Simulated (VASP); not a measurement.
Here is a VASP 6.6.1 calculation.

File POSCAR:

```
Si
1.0
    0.0000000000      1.6700000000      1.6700000000
    1.6700000000      0.0000000000      1.6700000000
    1.6700000000      1.6700000000      0.0000000000
Si
1
Direct
    0.0000000000      0.0000000000      0.0000000000
```

INCAR.step1

```
SYSTEM = Si
PREC     = Accurate       ! precision mode
ENCUT    = 600            ! plane-wave cutoff, eV
ISMEAR   = -1             ! smearing method
SIGMA    = 0.1            ! smearing width, eV
LREAL    = .False.        ! projectors in reciprocal space
LASPH    = .True.         ! aspherical terms in the spheres
NELM     = 80             ! most SCF steps
GGA      = PE             ! functional
ALGO     = Normal         ! electronic algorithm
EDIFF    = 1E-4           ! SCF threshold, eV
LWAVE    = .True.         ! write WAVECAR
LCHARG   = .False.        ! write CHGCAR
```

INCAR.step2

```
SYSTEM = Si
PREC     = Accurate       ! precision mode
ENCUT    = 600            ! plane-wave cutoff, eV
EDIFF    = 1E-6           ! SCF threshold, eV
ISMEAR   = -1             ! smearing method
SIGMA    = 0.1            ! smearing width, eV
LREAL    = .False.        ! projectors in reciprocal space
LASPH    = .True.         ! aspherical terms in the spheres
NELM     = 80             ! most SCF steps
ALGO     = Normal         ! electronic algorithm
ISIF     = 3              ! what is computed and relaxed
LWAVE    = .False.        ! write WAVECAR
LCHARG   = .False.        ! write CHGCAR
METAGGA  = R2SCAN         ! meta-GGA
LMIXTAU  = .True.       
IBRION   = 2              ! ionic algorithm
NSW      = 60             ! ionic steps
EDIFFG   = -0.02          ! ionic threshold
ISTART   = 1
```

Contents of KPOINTS:

```
regular mesh
0
Gamma
  11 11 11
  0 0 0
```

Potentials or basis: VASP PAW PBE potentials, release 64 (Si).

The run is started by

```console
$ cat potpaw_PBE.64/Si/POTCAR > POTCAR
$ cp INCAR.step1 INCAR
$ mpirun -np 1 vasp_std > vasp.out
$ cp INCAR.step2 INCAR
$ mpirun -np 1 vasp_std > vasp.out
```

Question: Estimate the relaxed cell.

Answer: a = 2.694 Å, b = 2.694 Å, c = 2.694 Å, α = 60.00°, β = 60.00°, γ = 60.00°.

Question: Predict the space group after relaxing (to 0.05 Å).

Answer: Fm-3m (No. 225).

Question: What does it give for the band gap on the k mesh?

Answer: Zero (band 2 reaches 23.40 eV, above the bottom of band 3 at 7.68 eV).

Question: Predict the relaxed volume.

Answer: 13.83 Å³/atom.

Final structure:
```yaml
crystal:
  lattice:
    - [0.00000, 1.90530, 1.90530]
    - [1.90530, 0.00000, 1.90530]
    - [1.90530, 1.90530, 0.00000]
  atoms:
    - { symbol: Si, position: [0.00000, 0.00000, 0.00000] }
```

Caveat: the volume moved by over 15 % at a fixed basis, so the end points are rough; the PAW data sets were made with another functional, which shifts forces and pressure a little; the volume moved by +49 % from the deposited cell, more than functionals usually miss. Zero-point motion and thermal expansion aren't in these numbers.
